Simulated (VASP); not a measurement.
# PbO2 in VASP: further runs, part 2 of 2

VASP 6.6.1. The steps go on from the part before.

## Step 3: Single point, PBE (atoms moved at random)

Contents of INCAR:

```
SYSTEM = PbO2
PREC     = Accurate       ! precision mode
ENCUT    = 520            ! plane-wave cutoff, eV
EDIFF    = 1E-6           ! SCF threshold, eV
ISMEAR   = -1             ! smearing method
SIGMA    = 0.05           ! smearing width, eV
LREAL    = .FALSE.        ! projectors in reciprocal space
LASPH    = .TRUE.         ! aspherical terms in the spheres
NELM     = 80             ! most SCF steps
ALGO     = Normal         ! electronic algorithm
ISIF     = 2              ! what is computed and relaxed
LWAVE    = .FALSE.        ! write WAVECAR
LCHARG   = .FALSE.        ! write CHGCAR
GGA      = PE             ! functional
NBANDS   = 20             ! bands
```

Contents of KPOINTS:

```
regular mesh
0
G
  9 9 9
  0 0 0
```

Contents of POSCAR:

```
PbO2
1.0
    0.0000000000      2.7019920000      2.7019920000
    2.7019920000      0.0000000000      2.7019920000
    2.7019920000      2.7019920000      0.0000000000
Pb O
1 2
Direct
   -0.0038920000      0.0019790000      0.0053630000
    0.7454200000      0.7468610000      0.7419540000
    0.2379960000      0.2722400000      0.2412150000
```

Potentials or basis: VASP PAW PBE potentials, release 64 (Pb_d, O).

The run is started by

```console
> cat potpaw_PBE.64/Pb_d/POTCAR potpaw_PBE.64/O/POTCAR > POTCAR
> mpirun -np 1 vasp_std > vasp.out
```

OUTCAR:

```text
SYSTEM = PbO2
   PREC = Accurate
   ENCUT = 520
   EDIFF = 1E-6
   ISMEAR = -1
   LREAL = .FALSE.
   LASPH = .TRUE.
   NELM = 80
   ISIF = 2
   GGA = PE

 ion  position               nearest neighbor table
   1  0.996  0.002  0.005-   3 2.28   2 2.30   2 2.32   3 2.33   2 2.34   3 2.37   3 2.38   2 2.40

   2  0.745  0.747  0.742-   1 2.30   1 2.32   1 2.34   1 2.40
   3  0.238  0.272  0.241-   1 2.28   1 2.33   1 2.37   1 2.38

  LATTYP: Found a face centered cubic cell.
 ALAT       =     5.4039840000

  Lattice vectors:

 A1 = (   0.0000000000,   2.7019920000,   2.7019920000)
 A2 = (   2.7019920000,   0.0000000000,   2.7019920000)
 A3 = (   2.7019920000,   2.7019920000,   0.0000000000)

Analysis of symmetry for initial positions (statically):
=====================================================================
 Subroutine PRICEL returns:
 Original cell was already a primitive cell.

 Routine SETGRP: Setting up the symmetry group for a
 face centered cubic supercell.

 Subroutine GETGRP returns: Found  1 space group operations
 (whereof  1 operations were pure point group operations)
 out of a pool of 48 trial point group operations.

The static configuration has the point symmetry C_1 .

Analysis of symmetry for dynamics (positions and initial velocities):
=====================================================================
 Subroutine PRICEL returns:
 Original cell was already a primitive cell.

 Routine SETGRP: Setting up the symmetry group for a
 face centered cubic supercell.

 Subroutine GETGRP returns: Found  1 space group operations
 (whereof  1 operations were pure point group operations)
 out of a pool of 48 trial point group operations.

The dynamic configuration has the point symmetry C_1 .

 Subroutine INISYM returns: Found  1 space group operations
 (whereof  1 operations are pure point group operations),
 and found     1 'primitive' translations

----------------------------------------------------------------------------------------

                                     Primitive cell

  volume of cell :      39.4532

  direct lattice vectors                    reciprocal lattice vectors
     0.000000000  2.701992000  2.701992000    -0.185048660  0.185048660  0.185048660
     2.701992000  0.000000000  2.701992000     0.185048660 -0.185048660  0.185048660
     2.701992000  2.701992000  0.000000000     0.185048660  0.185048660 -0.185048660

  length of vectors
     3.821193732  3.821193732  3.821193732     0.320513682  0.320513682  0.320513682

  position of ions in fractional coordinates (direct lattice)
     0.996108000  0.001979000  0.005363000
     0.745420000  0.746861000  0.741954000
     0.237996000  0.272240000  0.241215000

  ion indices of the primitive-cell ions
   primitive index   ion index
                 1           1
                 2           2
                 3           3

----------------------------------------------------------------------------------------

 KPOINTS: regular mesh

Automatic generation of k-mesh.
 Grid dimensions read from file:
 generate k-points for:    9    9    9

 Generating k-lattice:

  Cartesian coordinates                     Fractional coordinates (reciprocal lattice)
    -0.020560962  0.020560962  0.020560962     0.111111111  0.000000000  0.000000000
     0.020560962 -0.020560962  0.020560962     0.000000000  0.111111111  0.000000000
     0.020560962  0.020560962 -0.020560962     0.000000000  0.000000000  0.111111111

  Length of vectors
     0.035612631  0.035612631  0.035612631

  Shift w.r.t. Gamma in fractional coordinates (k-lattice)
     0.000000000  0.000000000  0.000000000

 Subroutine IBZKPT returns following result:
 ===========================================

 Found    365 irreducible k-points:

 Following reciprocal coordinates:
            Coordinates               Weight
  0.000000  0.000000  0.000000      1.000000
  0.111111  0.000000  0.000000      2.000000
  0.000000  0.111111  0.000000      2.000000
  0.000000  0.000000  0.111111      2.000000
  0.111111  0.111111  0.111111      2.000000
  0.222222  0.000000  0.000000      2.000000
[... 16 lines left out ...]
  0.111111  0.000000  0.222222      2.000000
  0.111111  0.111111 -0.111111      2.000000
 [... further k-points ...]
   k-points           NKPTS =    365   k-points in BZ     NKDIM =    365   number of bands    NBANDS=     20
   number of dos      NEDOS =    301   number of ions     NIONS =      3
   total plane-waves  NPLWV =  21952
   dimension x,y,z NGX =    28 NGY =   28 NGZ =   28
   dimension x,y,z NGXF=    56 NGYF=   56 NGZF=   56
   ions per type =               1   2
   NGX,Y,Z   is equivalent  to a cutoff of  12.18, 12.18, 12.18 a.u.
   NGXF,Y,Z  is equivalent  to a cutoff of  24.36, 24.36, 24.36 a.u.
 SYSTEM =  PbO2
   PREC   = accura    normal or accurate (medium, high low for compatibility)
   ISTART =      0    job   : 0-new  1-cont  2-samecut
   ICHARG =      2    charge: 1-file 2-atom 10-const
   ISPIN  =      1    spin polarized calculation?
   LNONCOLLINEAR =      F non collinear calculations
   LSORBIT =      F    spin-orbit coupling
   LASPH  =      T    aspherical Exc in radial PAW
   ENCUT  =  520.0 eV  38.22 Ry    6.18 a.u.   7.10  7.10  7.10*2*pi/ulx,y,z
   NELM   =     80;   NELMIN=  2; NELMDL= -5     # of ELM steps
   EDIFF  = 0.1E-05   stopping-criterion for ELM
   LREAL  =      F    real-space projection
   EDIFFG = 0.1E-04   stopping-criterion for IOM
   NSW    =      0    number of steps for IOM
   IBRION =     -1    ionic relax: 0-MD 1-quasi-New 2-CG
   NFREE  =      0    steps in history (QN), initial steepest desc. (CG)
   ISIF   =      2    stress and relaxation
   ISYM   =      2    0-nonsym 1-usesym 2-fastsym
   POTIM  = 0.5000    time-step for ionic-motion
   TEBEG  =    0.0;   TEEND  =   0.0 temperature during run
   PSTRESS=    0.0 pullay stress
   NELECT =      26.0000    total number of electrons
   NUPDOWN=      -1.0000    fix difference up-down
   EMIN   =  10.00;   EMAX   =-10.00  energy-range for DOS
   EFERMI =   0.00;   METHOD = LEGACY
   ISMEAR =    -1;   SIGMA  =   0.05  broadening in eV -4-tet -1-fermi 0-gaus
   EFERMI_NEDOS =   21; number of points for ismear=-14 and -15
   IALGO  =     38    algorithm
   IMIX   =      4    mixing-type and parameters
     AMIX     =   0.40;   BMIX     =  1.00
     AMIX_MAG =   1.60;   BMIX_MAG =  1.00
  volume/ion in A,a.u.               =      13.15        88.75
  Fermi-wavevector in a.u.,A,eV,Ry     =   1.424640  2.692180 27.614384  2.029600
  Thomas-Fermi vector in A             =   2.545110
   LORBIT       =      0    0 simple, 1 ext, 2 COOP (PROOUT), +10 PAW based schemes
   GGA     = PE    functional components
   LHFCALC =     F    Hartree Fock is set to
   AEXX    =    0.0000 exact exchange contribution
   IVDW    =     0    specifies the selected vdW correction
   LEPSILON=     F    determine dielectric tensor
   LRPA    =     F    only Hartree local field effects (RPA)
 non-spin polarized calculation
  energy-cutoff  :      520.00
  volume of cell :       39.45
 maximum number of plane-waves:      1073
   NGX = 15   NGY = 15   NGZ = 15

 number of electron      26.0000000 magnetization

 Free energy of the ion-electron system (eV)
  ---------------------------------------------------
  ext. energy  EPLUGINS =         0.00000000
  ---------------------------------------------------
  free energy    TOTEN  =       -15.58697174 eV

  energy without entropy =      -15.58109148  energy(sigma->0) =      -15.58403161

 E-fermi :   5.6268     XC(G=0): -11.1438

 val. band max:        5.6014521461   @ k =  -0.3333   0.4444   0.2222
 cond. band min:       6.0962903882   @ k =  -0.2222  -0.1111  -0.1111
 fundamental gap:      0.4948382420
 Fermi energy:         5.6268291853

 k-point     1 :       0.0000    0.0000    0.0000
  band No.  band energies     occupation
      1     -12.8905      2.00000
      2     -10.2671      2.00000
      3     -10.0527      2.00000
      4     -10.0475      2.00000
      5      -9.8478      2.00000
      6      -9.8199      2.00000
[... 12 lines left out ...]
     19      21.1857      0.00000
     20      21.2052      0.00000
[... 507 lines left out ...]
 k-point    24 :       0.1111    0.1111   -0.1111
  band No.  band energies     occupation
      1     -12.5478      2.00000
      2     -11.1621      2.00000
      3      -9.9993      2.00000
      4      -9.9839      2.00000
      5      -9.8388      2.00000
      6      -9.8027      2.00000
[... 12 lines left out ...]
     19      21.0672      0.00000
     20      21.2584      0.00000

 [... further k-points ...]

------------------------ aborting loop because EDIFF is reached ----------------------------------------

  FORCE on cell =-STRESS in cart. coord.  units (eV):
  Direction    XX          YY          ZZ          XY          YZ          ZX
  --------------------------------------------------------------------------------------
  -------------------------------------------------------------------------------------
  Total        0.2603544      0.1913063      0.2259057     -0.0527067     -0.1255513      0.0173918
  in kB       10.5728819      7.7688655      9.1739357     -2.1403946     -5.0985859      0.7062727
  external PRESSURE =       9.1718944 kB  Pullay stress =       0.0000000 kB

 VOLUME and BASIS-vectors are now :
 -----------------------------------------------------------------------------
  energy-cutoff  :      520.00
  volume of cell :       39.45
      direct lattice vectors                 reciprocal lattice vectors
     0.000000000  2.701992000  2.701992000    -0.185048660  0.185048660  0.185048660
     2.701992000  0.000000000  2.701992000     0.185048660 -0.185048660  0.185048660
     2.701992000  2.701992000  0.000000000     0.185048660  0.185048660 -0.185048660

 POSITION                                       TOTAL-FORCE (eV/Angst)
 -----------------------------------------------------------------------------------
      0.01984      2.70597      2.69682        -0.063433     -0.307593      0.102161
      4.02277      4.01887      4.03213         0.384254      0.029018      0.190124
      1.38735      1.29482      1.37865        -0.320821      0.278575     -0.292285
 -----------------------------------------------------------------------------------
    total drift:                                0.000314      0.000180     -0.000104

  FREE ENERGIE OF THE ION-ELECTRON SYSTEM (eV)
  ---------------------------------------------------
  free  energy   TOTEN  =       -15.5869717446 eV

  energy  without entropy=      -15.5810914758  energy(sigma->0) =      -15.58403161
```

It took 5.4 min on 1 thread of Intel Xeon 8259CL, shared host; peak memory 0.36 GiB.

What came out:

```
Free energy            : -15.5870 eV
Pressure               : 0.9 GPa
Largest force          : 0.516 eV/Å
Band gap on the k mesh : zero (bands 13 and 14 overlap by 1.05 eV)
```

Forces in eV/Å, atoms in the order of the input:
```
Pb  -0.063 -0.308  0.102
O    0.384  0.029  0.190
O   -0.321  0.279 -0.292
```

Stress tensor (GPa, compression positive):
```
 1.06 -0.21  0.07
-0.21  0.78 -0.51
 0.07 -0.51  0.92
```

Caveat: the cell differs from its parent crystal (atoms moved at random); spin-orbit coupling is left out, which moves the levels of the heavy elements.

## Step 4: Single point, r2SCAN-based global hybrid with 50 % exact exchange

Contents of POSCAR:

```
PbO2
1.0
    0.0000000000      2.7019920000      2.7019920000
    2.7019920000      0.0000000000      2.7019920000
    2.7019920000      2.7019920000      0.0000000000
Pb O
1 2
Direct
    0.0000000000      0.0000000000      0.0000000000
    0.7500000000      0.7500000000      0.7500000000
    0.2500000000      0.2500000000      0.2500000000
```

Contents of INCAR.step1:

```
SYSTEM = PbO2
PREC = Accurate
ENCUT = 520
EDIFF = 1E-5
ISMEAR = -1
SIGMA = 0.05
LREAL = .FALSE.
LASPH = .TRUE.
NELM = 60
ALGO = Normal
ISIF = 2
LWAVE = .TRUE.
LCHARG = .FALSE.
GGA = PE
NBANDS = 20
```

Contents of INCAR.step2:

```
SYSTEM = PbO2
PREC = Accurate
ENCUT = 520
EDIFF = 1E-6
ISMEAR = -1
SIGMA = 0.05
LREAL = .FALSE.
LASPH = .TRUE.
NELM = 60
ALGO = Normal
ISIF = 2
LWAVE = .FALSE.
LCHARG = .FALSE.
METAGGA = R2SCAN
LHFCALC = .TRUE.
AEXX = 0.5
LMIXTAU = .TRUE.
PRECFOCK = Normal
ISTART = 1
NBANDS = 20
```

Contents of KPOINTS:

```
Automatic mesh
0
G
  5 5 5
  0 0 0
```

The run is started by

```console
> cat potpaw_PBE.64/Pb_d/POTCAR potpaw_PBE.64/O/POTCAR > POTCAR
> cp INCAR.step1 INCAR
> mpirun -np 1 vasp_std > vasp.out
> cp INCAR.step2 INCAR
> mpirun -np 1 vasp_std > vasp.out
```

Wall time 63 min (1 thread of Intel Xeon 8259CL, shared host); peak memory 0.19 GiB.

Results (log left out):

- Free energy: -55.7956 eV
- Pressure: -22.9 GPa
- Band gap on the k mesh: zero (bands 13 and 14 overlap by 0.23 eV)

Levels at points of the mesh, in eV from the Fermi level:
| k point | band 9 | band 10 | band 11 | band 12 | band 13 | band 14 | band 15 | band 16 | band 17 | band 18 |
| --- | --- | --- | --- | --- | --- | --- | --- | --- | --- | --- |
| (0.00, 0.00, 0.00) | -2.44 | -2.44 | -1.32 | -1.32 | -1.32 | -0.39 | 11.74 | 11.74 | 11.74 | 16.23 |

Caveat: the k points lie up to 0.40 Å⁻¹ apart; the PAW data sets were made with another functional, which shifts forces and pressure a little; spin-orbit coupling is left out, which moves the levels of the heavy elements.

## Step 5: Overview

```csv
task,level,cell,k mesh,smearing,grid for exact exchange (PRECFOCK),share of exact exchange,gap on the mesh (eV),pressure (GPa)
relaxation of the atoms,"revpbe exchange, lda correlation","atoms relaxed, atomic positions A",7 × 7 × 7,gaussian 0.1 eV,-,-,none,13.1
single point,PBE,"as given, atomic positions B",9 × 9 × 9,fermi-dirac 0.05 eV,-,-,none,0.9
single point,r2SCAN-based global hybrid with 50 % exact exchange,"as given, atomic positions C",5 × 5 × 5,fermi-dirac 0.05 eV,Normal,0.5,none,-22.9
```

Alike in all rows: potentials or basis VASP PAW PBE potentials, release 64 (Pb_d, O); no spin polarisation; cutoff (eV) 520.

Caveats: some runs use coarse meshes; spin-orbit coupling is left out, which moves the levels of the heavy elements; the PAW data sets were made with another functional, which shifts forces and pressure a little (at least some runs).

Absolute energies hang on the potentials; compare differences alone.

The gap in the log of VASP goes by the Fermi energy; the results here count the filled bands.